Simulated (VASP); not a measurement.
A run of VASP 6.6.1:

The input POSCAR:

```
CdTe
1.0
    3.2614844484      3.2614844484      0.0000000000
   -3.2614844484      3.2614844484      0.0000000000
    0.0000000000      3.2614844484      3.2877074389
Cd Te
1 1
Direct
    0.0000000000      0.0000000000      0.0000000000
    0.7500000000      0.2500000000      0.5000000000
```

INCAR.step1

```
SYSTEM = CdTe
PREC = Accurate
ENCUT = 550
ISMEAR = 0
SIGMA = 0.01
LREAL = .FALSE.
LASPH = .TRUE.
NELM = 120
NBANDS = 16
GGA = PE
ALGO = Normal
EDIFF = 1E-5
LWAVE = .TRUE.
LCHARG = .FALSE.
GGA_COMPAT = .FALSE.
```

INCAR.step2

```
SYSTEM = CdTe
PREC = Accurate
ENCUT = 550
EDIFF = 1E-6
ISMEAR = 0
SIGMA = 0.01
LREAL = .FALSE.
LASPH = .TRUE.
NELM = 120
ALGO = Normal
ISIF = 2
LWAVE = .FALSE.
LCHARG = .TRUE.
METAGGA = R2SCAN
LMIXTAU = .TRUE.
LELF = .TRUE.
LVHAR = .TRUE.
NBANDS = 16
ISTART = 1
GGA_COMPAT = .FALSE.
```

The input KPOINTS:

```
regular mesh
0
G
  6 6 6
  0 0 0
```

Potentials or basis: VASP PAW PBE potentials, release 64 (Cd, Te).

Command:

```bash
$ cat potpaw_PBE.64/Cd/POTCAR potpaw_PBE.64/Te/POTCAR > POTCAR
$ cp INCAR.step1 INCAR
$ mpirun -np 1 vasp_std > vasp.out
$ cp INCAR.step2 INCAR
$ mpirun -np 1 vasp_std > vasp.out
```

Hardware: 1 thread of AMD EPYC 9R45 96-Core Processor (Zen 5), on a shared host.

**Question.** Estimate the wall time of this run.

**Answer.** Wall time 120 s on 1 thread of AMD EPYC 9R45 96-Core Processor (Zen 5), on a shared host, peak memory 0.2 GiB. Counts: k points 30.
